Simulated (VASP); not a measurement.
# SiC (Cm) in VASP: notebook

The runs below take SiC through single point, with r2SCAN.

Program: VASP 6.6.1. These are calculated values, not measurements. Logs are shortened: lines on timing, memory, paths and dates and some standing lists are left out, and cuts for length are marked.

### 1 The cell of the first run

It takes space group Cm (No. 8, monoclinic). The conventional cell has a = 5.335 Å, b = 3.080 Å, c = 3.080 Å, α = 90.00°, β = 125.26°, γ = 90.00°. Within 2.2 Å of Si (site symmetry m) lie 4 C at 1.65 to 2.14 Å. C (site symmetry m) has 4 Si at 1.65 to 2.14 Å within 2.2 Å.

### 2 Single point, r2SCAN (atom 2 (C) moved by (-0.300, +0.000) A along [1 1 0] and z)

POSCAR

```
SiC
1.0
    0.0000000000      2.1781449855      2.1781449855
    2.1781449855      0.0000000000      2.1781449855
    2.1781449855      2.1781449855      0.0000000000
Si C
1 1
Direct
    0.0000000000      0.0000000000      0.0000000000
    0.7500000000      0.7500000000      0.6526088549
```

INCAR.step1

```
SYSTEM = SiC
PREC = Accurate
ENCUT = 520
ISMEAR = 0
SIGMA = 0.05
LREAL = .False.
LASPH = .True.
NELM = 80
NBANDS = 11
GGA = PE
ALGO = Normal
EDIFF = 1E-4
LWAVE = .True.
LCHARG = .False.
```

INCAR.step2

```
SYSTEM = SiC
PREC = Accurate
ENCUT = 520
EDIFF = 1E-6
ISMEAR = 0
SIGMA = 0.05
LREAL = .False.
LASPH = .True.
NELM = 80
ALGO = Normal
ISIF = 2
LWAVE = .False.
LCHARG = .False.
METAGGA = R2SCAN
LMIXTAU = .True.
NBANDS = 11
ISTART = 1
```

KPOINTS

```
regular mesh
0
Gamma
  10 10 10
  0 0 0
```

Potentials or basis: VASP PAW PBE potentials, release 64 (Si, C).

The run is started by

```sh
$ cat potpaw_PBE.64/Si/POTCAR potpaw_PBE.64/C/POTCAR > POTCAR
$ cp INCAR.step1 INCAR
$ mpirun -np 1 vasp_std > vasp.out
$ cp INCAR.step2 INCAR
$ mpirun -np 1 vasp_std > vasp.out
```

OUTCAR:

```text
SYSTEM = SiC
   PREC = Accurate
   ENCUT = 520
   EDIFF = 1E-6
   ISMEAR = 0
   LREAL = .False.
   LASPH = .True.
   NELM = 80
   ISIF = 2
   METAGGA = R2SCAN
   ISTART = 1

 ion  position               nearest neighbor table
   1  0.000  0.000  0.000-   2 1.65   2 1.91   2 1.91   2 2.14
   2  0.750  0.750  0.653-   1 1.65   1 1.91   1 1.91   1 2.14

  LATTYP: Found a face centered cubic cell.
 ALAT       =     4.3562899710

  Lattice vectors:

 A1 = (   0.0000000000,   2.1781449855,   2.1781449855)
 A2 = (   2.1781449855,   0.0000000000,   2.1781449855)
 A3 = (   2.1781449855,   2.1781449855,   0.0000000000)

Analysis of symmetry for initial positions (statically):
=====================================================================
 Subroutine PRICEL returns:
 Original cell was already a primitive cell.

 Routine SETGRP: Setting up the symmetry group for a
 face centered cubic supercell.

 Subroutine GETGRP returns: Found  2 space group operations
 (whereof  2 operations were pure point group operations)
 out of a pool of 48 trial point group operations.

The static configuration has the point symmetry C_1h.

Analysis of symmetry for dynamics (positions and initial velocities):
=====================================================================
 Subroutine PRICEL returns:
 Original cell was already a primitive cell.

 Routine SETGRP: Setting up the symmetry group for a
 face centered cubic supercell.

 Subroutine GETGRP returns: Found  2 space group operations
 (whereof  2 operations were pure point group operations)
 out of a pool of 48 trial point group operations.

The dynamic configuration has the point symmetry C_1h.

 Subroutine INISYM returns: Found  2 space group operations
 (whereof  2 operations are pure point group operations),
 and found     1 'primitive' translations

----------------------------------------------------------------------------------------

                                     Primitive cell

  volume of cell :      20.6676

  direct lattice vectors                    reciprocal lattice vectors
     0.000000000  2.178144985  2.178144985    -0.229553130  0.229553130  0.229553130
     2.178144985  0.000000000  2.178144985     0.229553130 -0.229553130  0.229553130
     2.178144985  2.178144985  0.000000000     0.229553130  0.229553130 -0.229553130

  length of vectors
     3.080362179  3.080362179  3.080362179     0.397597685  0.397597685  0.397597685

  position of ions in fractional coordinates (direct lattice)
     0.000000000  0.000000000  0.000000000
     0.750000000  0.750000000  0.652608855

  ion indices of the primitive-cell ions
   primitive index   ion index
                 1           1
                 2           2

----------------------------------------------------------------------------------------

 KPOINTS: regular mesh

Automatic generation of k-mesh.
 Grid dimensions read from file:
 generate k-points for:   10   10   10

 Generating k-lattice:

  Cartesian coordinates                     Fractional coordinates (reciprocal lattice)
    -0.022955313  0.022955313  0.022955313     0.100000000  0.000000000  0.000000000
     0.022955313 -0.022955313  0.022955313     0.000000000  0.100000000  0.000000000
     0.022955313  0.022955313 -0.022955313     0.000000000  0.000000000  0.100000000

  Length of vectors
     0.039759768  0.039759768  0.039759768

  Shift w.r.t. Gamma in fractional coordinates (k-lattice)
     0.000000000  0.000000000  0.000000000

 Subroutine IBZKPT returns following result:
 ===========================================

 Found    282 irreducible k-points:

 Following reciprocal coordinates:
            Coordinates               Weight
  0.000000  0.000000  0.000000      1.000000
  0.100000  0.000000  0.000000      4.000000
  0.000000  0.000000  0.100000      2.000000
  0.100000  0.100000  0.100000      2.000000
  0.200000  0.000000  0.000000      4.000000
  0.000000  0.000000  0.200000      2.000000
[... 16 lines left out ...]
  0.200000  0.100000  0.200000      4.000000
  0.100000 -0.100000 -0.100000      4.000000
 [... further k-points ...]
   k-points           NKPTS =    282   k-points in BZ     NKDIM =    282   number of bands    NBANDS=     11
   number of dos      NEDOS =    301   number of ions     NIONS =      2
   total plane-waves  NPLWV =  13824
   dimension x,y,z NGX =    24 NGY =   24 NGZ =   24
   dimension x,y,z NGXF=    48 NGYF=   48 NGZF=   48
   ions per type =               1   1
   NGX,Y,Z   is equivalent  to a cutoff of  12.95, 12.95, 12.95 a.u.
   NGXF,Y,Z  is equivalent  to a cutoff of  25.91, 25.91, 25.91 a.u.
 SYSTEM =  SiC
   PREC   = accura    normal or accurate (medium, high low for compatibility)
   ISTART =      1    job   : 0-new  1-cont  2-samecut
   ICHARG =      0    charge: 1-file 2-atom 10-const
   ISPIN  =      1    spin polarized calculation?
   LNONCOLLINEAR =      F non collinear calculations
   LSORBIT =      F    spin-orbit coupling
   LASPH  =      T    aspherical Exc in radial PAW
   ENCUT  =  520.0 eV  38.22 Ry    6.18 a.u.   5.73  5.73  5.73*2*pi/ulx,y,z
   NELM   =     80;   NELMIN=  2; NELMDL=  0     # of ELM steps
   EDIFF  = 0.1E-05   stopping-criterion for ELM
   LREAL  =      F    real-space projection
   EDIFFG = 0.1E-04   stopping-criterion for IOM
   NSW    =      0    number of steps for IOM
   IBRION =     -1    ionic relax: 0-MD 1-quasi-New 2-CG
   NFREE  =      0    steps in history (QN), initial steepest desc. (CG)
   ISIF   =      2    stress and relaxation
   ISYM   =      2    0-nonsym 1-usesym 2-fastsym
   POTIM  = 0.5000    time-step for ionic-motion
   TEBEG  =    0.0;   TEEND  =   0.0 temperature during run
   PSTRESS=    0.0 pullay stress
   NELECT =       8.0000    total number of electrons
   NUPDOWN=      -1.0000    fix difference up-down
   EMIN   =  10.00;   EMAX   =-10.00  energy-range for DOS
   EFERMI =   0.00;   METHOD = LEGACY
   ISMEAR =     0;   SIGMA  =   0.05  broadening in eV -4-tet -1-fermi 0-gaus
   EFERMI_NEDOS =   21; number of points for ismear=-14 and -15
   IALGO  =     38    algorithm
   IMIX   =      4    mixing-type and parameters
     AMIX     =   0.40;   BMIX     =  1.00
     AMIX_MAG =   1.60;   BMIX_MAG =  1.00
  volume/ion in A,a.u.               =      10.33        69.74
  Fermi-wavevector in a.u.,A,eV,Ry     =   1.193094  2.254621 19.367534  1.423474
  Thomas-Fermi vector in A             =   2.329117
   LORBIT       =      0    0 simple, 1 ext, 2 COOP (PROOUT), +10 PAW based schemes
   METAGGA = R2SCAN    functional components
   LHFCALC =     F    Hartree Fock is set to
   AEXX    =    0.0000 exact exchange contribution
   IVDW    =     0    specifies the selected vdW correction
   LEPSILON=     F    determine dielectric tensor
   LRPA    =     F    only Hartree local field effects (RPA)
 non-spin polarized calculation
 Gauss-broadening in eV      SIGMA  =   0.05
  energy-cutoff  :      520.00
  volume of cell :       20.67
 maximum number of plane-waves:       568
   NGX = 11   NGY = 11   NGZ = 11

 number of electron       8.0000000 magnetization

 Free energy of the ion-electron system (eV)
  ---------------------------------------------------
  ext. energy  EPLUGINS =         0.00000000
  ---------------------------------------------------
  free energy    TOTEN  =       -18.41253746 eV

  energy without entropy =      -18.41253746  energy(sigma->0) =      -18.41253746

 E-fermi :   9.2618     XC(G=0): -11.9390

 val. band max:        9.1023155612   @ k =   0.0000   0.0000   0.0000
 cond. band min:       9.4212379270   @ k =   0.5000   0.5000   0.0000
 fundamental gap:      0.3189223659
 Fermi energy:         9.2617999475

 k-point     1 :       0.0000    0.0000    0.0000
  band No.  band energies     occupation
      1      -8.2568      2.00000
      2       6.4382      2.00000
      3       8.0121      2.00000
      4       9.1023      1.99999
      5      14.4128      0.00000
      6      15.6089      0.00000
      7      15.8053      0.00000
      8      16.7206      0.00000
      9      23.0547      0.00000
     10      23.1376      0.00000
     11      24.5802      0.00000

 k-point     2 :       0.1000    0.0000    0.0000
  band No.  band energies     occupation
      1      -8.0561      2.00000
      2       6.0632      2.00000
      3       7.3409      2.00000
      4       8.9166      2.00000
      5      14.6237      0.00000
      6      15.5111      0.00000
      7      16.0232      0.00000
      8      17.3225      0.00000
      9      22.1557      0.00000
     10      22.4107      0.00000
     11      24.8746      0.00000

 k-point     3 :       0.0000    0.0000    0.1000
  band No.  band energies     occupation
      1      -8.0516      2.00000
      2       5.6549      2.00000
      3       7.8379      2.00000
      4       8.9092      2.00000
      5      14.7133      0.00000
      6      15.7901      0.00000
      7      16.0685      0.00000
      8      16.9582      0.00000
      9      21.7810      0.00000
     10      22.0320      0.00000
     11      25.4272      0.00000

 k-point     4 :       0.1000    0.1000    0.1000
  band No.  band energies     occupation
      1      -8.0604      2.00000
      2       6.2854      2.00000
      3       7.9064      2.00000
      4       7.9248      2.00000
      5      14.8971      0.00000
      6      15.6613      0.00000
      7      15.9395      0.00000
      8      17.0296      0.00000
      9      22.5036      0.00000
     10      22.6074      0.00000
     11      24.3338      0.00000
[... 239 lines left out ...]
 k-point    22 :       0.1000    0.1000   -0.1000
  band No.  band energies     occupation
      1      -7.5130      2.00000
      2       4.3607      2.00000
      3       7.0044      2.00000
      4       8.5663      2.00000
      5      14.5278      0.00000
      6      15.1425      0.00000
      7      17.6114      0.00000
      8      17.6508      0.00000
      9      20.1180      0.00000
     10      22.4834      0.00000
     11      26.0411      0.00000

 k-point    23 :       0.2000    0.1000    0.2000
  band No.  band energies     occupation
      1      -7.5370      2.00000
      2       5.4367      2.00000
      3       6.5672      2.00000
      4       7.4129      2.00000
      5      14.4313      0.00000
      6      15.8435      0.00000
      7      16.9156      0.00000
      8      17.7098      0.00000
      9      20.5031      0.00000
     10      23.7049      0.00000
     11      25.0346      0.00000

 k-point    24 :       0.1000   -0.1000   -0.1000
  band No.  band energies     occupation
      1      -7.5231      2.00000
      2       4.8868      2.00000
      3       6.3898      2.00000
      4       8.4687      2.00000
      5      14.2961      0.00000
      6      15.3711      0.00000
      7      16.9614      0.00000
      8      18.3577      0.00000
      9      20.3960      0.00000
     10      23.0017      0.00000
     11      25.3413      0.00000

 [... further k-points ...]

------------------------ aborting loop because EDIFF is reached ----------------------------------------

  FORCE on cell =-STRESS in cart. coord.  units (eV):
  Direction    XX          YY          ZZ          XY          YZ          ZX
  --------------------------------------------------------------------------------------
  -------------------------------------------------------------------------------------
  Total        1.0001522      1.0001522      2.3630431      1.6588082     -2.0081936     -2.0081925
  in kB       77.5329557     77.5329557    183.1858259    128.5927294   -155.6774867   -155.6774004
  external PRESSURE =     112.7505791 kB  Pullay stress =       0.0000000 kB

 VOLUME and BASIS-vectors are now :
 -----------------------------------------------------------------------------
  energy-cutoff  :      520.00
  volume of cell :       20.67
      direct lattice vectors                 reciprocal lattice vectors
     0.000000000  2.178144985  2.178144985    -0.229553130  0.229553130  0.229553130
     2.178144985  0.000000000  2.178144985     0.229553130 -0.229553130  0.229553130
     2.178144985  2.178144985  0.000000000     0.229553130  0.229553130 -0.229553130

 POSITION                                       TOTAL-FORCE (eV/Angst)
 -----------------------------------------------------------------------------------
      0.00000      0.00000      0.00000        -4.445654     -4.445654      3.246888
      3.05509      3.05509      3.26722         4.445654      4.445654     -3.246888
 -----------------------------------------------------------------------------------
    total drift:                               -0.000097     -0.000097      0.000128

  FREE ENERGIE OF THE ION-ELECTRON SYSTEM (eV)
  ---------------------------------------------------
  free  energy   TOTEN  =       -18.4125374604 eV

  energy  without entropy=      -18.4125374582  energy(sigma->0) =      -18.41253746
```

It took 3.4 min on 1 thread of Intel Xeon 8259CL, shared host; peak memory 0.19 GiB.

Results:

```
Free energy            : -18.4125 eV
Pressure               : 11.3 GPa
Largest force          : 7.076 eV/Å
Band gap on the k mesh : 0.32 eV (least direct gap 4.33 eV)
```

Forces in eV/Å, atoms in the order of the input:
```
Si  -4.446 -4.446  3.247
C    4.446  4.446 -3.247
```

Stress tensor (GPa, compression positive):
```
  7.75  12.86 -15.57
 12.86   7.75 -15.57
-15.57 -15.57  18.32
```

Caveat: the cell differs from its parent crystal (atom 2 (C) moved by (-0.300, +0.000) A along [1 1 0] and z); the stress differs along the axes, from 8 to 18 GPa; semilocal functionals underestimate gaps, and a narrow one can read as zero; the PAW data sets were made with another functional, which shifts forces and pressure a little. A k mesh can miss the band edges.

### 3 Single point, r2SCAN (atom 2 (C) moved by (-0.150, -0.300) A along [1 1 0] and z)

Edit POSCAR of step 2 so:

```diff
@@ -9,2 +9,2 @@
     0.0000000000      0.0000000000      0.0000000000
-    0.7500000000      0.7500000000      0.6526088549
+    0.6811340609      0.6811340609      0.7701703666
```

Edit INCAR.step1 of step 2 so:

```diff
@@ -7,3 +7,3 @@
 LASPH = .True.
-NELM = 80
+NELM = 60
 NBANDS = 11
```

INCAR.step2

```
SYSTEM = SiC
PREC = Accurate
ENCUT = 520
EDIFF = 1E-6
ISMEAR = 0
SIGMA = 0.05
LREAL = .False.
LASPH = .True.
NELM = 60
ALGO = Normal
ISIF = 2
LWAVE = .False.
LCHARG = .True.
METAGGA = R2SCAN
LMIXTAU = .True.
LELF = .True.
LVHAR = .True.
NBANDS = 11
ISTART = 1
```

KPOINTS is that of step 2.

Potentials or basis: VASP PAW PBE potentials, release 64 (Si, C).

The run is started by

```sh
$ cat potpaw_PBE.64/Si/POTCAR potpaw_PBE.64/C/POTCAR > POTCAR
$ cp INCAR.step1 INCAR
$ mpirun -np 1 vasp_std > vasp.out
$ cp INCAR.step2 INCAR
$ mpirun -np 1 vasp_std > vasp.out
```

Run time: 3 min. Hardware: 1 thread of Intel Xeon 8259CL, shared host; peak memory 0.19 GiB.

Results (log left out):

| Item | Value |
| --- | --- |
| Free energy | -18.4560 eV |
| Pressure | 10.3 GPa |
| Largest force | 4.785 eV/Å |
| Band gap on the k mesh | 0.13 eV (least direct gap 4.16 eV) |

Forces on the atoms (eV/Å):
```
Si  -0.347 -0.347 -4.760
C    0.347  0.347  4.760
```

Stress tensor (GPa, compression positive):
```
 15.13 -16.04   0.71
-16.04  15.13   0.71
  0.71   0.71   0.77
```

Levels at points of the mesh, in eV from the valence-band top:
```
           k point  band 1  band 2  band 3  band 4  band 5  band 6  band 7  band 8
(0.00, 0.00, 0.00)  -17.54   -2.89   -1.43    0.00    4.99    6.44    6.77    7.30
(0.50, 0.00, 0.00)  -13.74  -10.72   -2.97   -1.19    4.14    5.62    7.80    9.45
(0.00, 0.00, 0.50)  -14.05   -9.93   -3.82   -1.08    3.97    5.49    7.67    9.40
(0.50, 0.50, 0.50)  -14.27   -9.27   -3.70   -2.17    4.58    5.44    6.69    9.39
(0.50, 0.50, 0.00)  -12.61   -9.18   -5.55   -3.99    0.26    3.51   13.85   13.87
(0.00, 0.50, 0.50)  -12.54   -9.56   -4.76   -4.04    0.13    2.99   13.17   14.35
```

Caveat: the cell differs from its parent crystal (atom 2 (C) moved by (-0.150, -0.300) A along [1 1 0] and z); the stress differs along the axes, from 1 to 15 GPa; semilocal functionals underestimate gaps, and a narrow one can read as zero; the PAW data sets were made with another functional, which shifts forces and pressure a little. A k mesh can miss the band edges.
